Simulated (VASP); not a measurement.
Crystal: LuPdO2.

```
Lu Pd O
1.0
     3.34199    0.00000    0.00000
    -1.67100    2.89425    0.00000
     0.00000    0.00000    5.93952
Lu Pd O
1 1 2
Cartesian
  0.0000 0.0000 0.0000
  0.0000 0.0000 2.9698
  0.0000 1.9295 2.9698
  1.6710 0.9648 2.9698
```

```yaml
Program: VASP 6.6.1
Task: relaxation of cell and atoms
Functional: PBE
Potentials_or_basis: VASP PAW PBE potentials, release 64 (Lu, Pd, O)
Cutoff: 600 eV
k_mesh: 6 × 6 × 4
Occupations: gaussian, width 0.1 eV
Spin: no spin polarisation
```

At the start: pressure 43.9 GPa; volume 14.36 Å³/atom.

Where does the relaxation end?

Over 11 steps the energy falls by 620.2 meV/atom and the volume is 16.55 Å³/atom (+15.3 %); space group P6/mmm (No. 191, to 0.05 Å).

Step by step:
| step | energy change (eV) | largest force (eV/Å) | pressure (GPa) | volume (Å³) |
| --- | --- | --- | --- | --- |
| 1 | 0.0000 | 0.0000 | 43.90 | 57.45 |
| 2 | -0.1198 | 0.0000 | -18.40 | 94.59 |
| 3 | -2.3103 | 0.0000 | -4.76 | 72.47 |
| 4 | -2.3251 | 0.0000 | -3.38 | 71.52 |
| 5 | -2.3277 | 0.0000 | -2.40 | 70.88 |
| 6 | -2.4127 | 0.0000 | -1.18 | 68.74 |
| 7 | -2.4657 | 0.0000 | 2.79 | 64.58 |
| 8 | -2.4717 | 0.0000 | 1.19 | 66.02 |
| 9 | -2.4736 | 0.0000 | 1.60 | 65.59 |
| 10 | -2.4732 | 0.0000 | -1.28 | 66.84 |
| 11 | -2.4806 | 0.0000 | 0.13 | 66.22 |

Final structure:
```xyz
4
Lattice="3.7602 0.0000 0.0000 -1.8801 3.2564 0.0000 0.0000 0.0000 5.4080" Properties=species:S:1:pos:R:3 pbc="T T T"
Lu   -1.8801    3.2564    0.0000
Pd   -1.8801    3.2564    2.7040
O     0.0000    2.1709    2.7040
O     1.8801    1.0855    2.7040
```

Caveat: the k points lie up to 0.32 Å⁻¹ apart in the final cell; the volume moved by over 15 % at a fixed basis, so the end points are rough; an odd number of electrons without spin polarisation forces a metal; a magnetic or distorted state may lie lower.
